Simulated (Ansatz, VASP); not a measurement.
## AlN: VASP beside Ansatz

INCAR

```
  PREC = Accurate
  ENCUT = 520
  EDIFF = 1E-6
  ISMEAR = 0
  SIGMA = 0.05
  LREAL = F
  LASPH = T
  NELM = 60
  ALGO = Normal
  ISIF = 2
  LWAVE = F
  LCHARG = F
  GGA = PE
  NBANDS = 26
```

File KPOINTS:

```
regular mesh
0
Gamma
  8 6 4
```

The input POSCAR:

```
AlN
1.0
   -3.3134793387      0.0000000000      0.0000000000
    0.0000000000      0.0000000000     -4.1875902400
    0.0000000000     -5.7391145645      0.0000000000
Al N
4 4
Direct
    0.5555307522      0.2192556071      0.1666666667
   -0.0555307522      0.2192556071      0.6666666667
    0.0555307522      0.7192556071      0.3333333333
    0.4444692478      0.7192556071      0.8333333333
    0.5535041009      0.8092226044      0.1666666667
   -0.0535041009      0.8092226044      0.6666666667
    0.0535041009      0.3092226044      0.3333333333
    0.4464958991      0.3092226044      0.8333333333
```

Input for Ansatz:

```yaml
crystal:
  lattice:
    - [-3.3134793387, 0.0, 0.0]
    - [0.0, 0.0, -4.18759024]
    - [0.0, -5.7391145645, 0.0]
  atoms:
    - { symbol: Al, position: [0.5555307522, 0.2192556071, 0.1666666667] }
    - { symbol: Al, position: [-0.0555307522, 0.2192556071, 0.6666666667] }
    - { symbol: Al, position: [0.0555307522, 0.7192556071, 0.3333333333] }
    - { symbol: Al, position: [0.4444692478, 0.7192556071, 0.8333333333] }
    - { symbol: "N", position: [0.5535041009, 0.8092226044, 0.1666666667] }
    - { symbol: "N", position: [-0.0535041009, 0.8092226044, 0.6666666667] }
    - { symbol: "N", position: [0.0535041009, 0.3092226044, 0.3333333333] }
    - { symbol: "N", position: [0.4464958991, 0.3092226044, 0.8333333333] }
basis:
  ecutwfc: 520.0
kpoints:
  mp_grid: { grid: [8, 6, 4] }
hamiltonian:
  xc: pbe
  pseudopotentials: { kind: paw, azcp: { folder: soft_1 } }
scf:
  occupations: { method: gaussian, width: 0.05 }
output:
  forces: true
  stress: true
  eigenvalues: true
```

Change from the starting cell: mode 4 frozen in at -0.184 Å and mode 5 at -0.248 Å (largest displacements).

Alike in both runs: task single point; functional PBE; k mesh 8 × 6 × 4; occupations gaussian, width 0.05 eV; no spin polarisation.

|  | VASP | Ansatz |
| --- | --- | --- |
| version | VASP 6.6.1 | Ansatz 0.2.0 |
| potentials or method | VASP PAW PBE potentials, release 64 (Al, N), cutoff 520 eV | scalar-relativistic, plane waves, PAW |
| valence electrons in the cell | 32 | 32 |

|  | VASP | Ansatz | Ansatz less VASP |
| --- | --- | --- | --- |
| gap on the k mesh at the Fermi level (eV) | 3.67 | 3.66 | -0.007 |
| least direct gap on the mesh (eV) | 3.67 | 3.66 | -0.007 |
| pressure (GPa) | 13.5 | 13.6 | +0.11 |
| traceless stress, the component that is largest in VASP (GPa) | 44.21 | 43.94 | -0.266 |
| rms of the force components (eV/Å) | 2.023 | 2.016 | -0.0071 |

Atom by atom the forces differ by 0.007 eV/Å (rms over components).
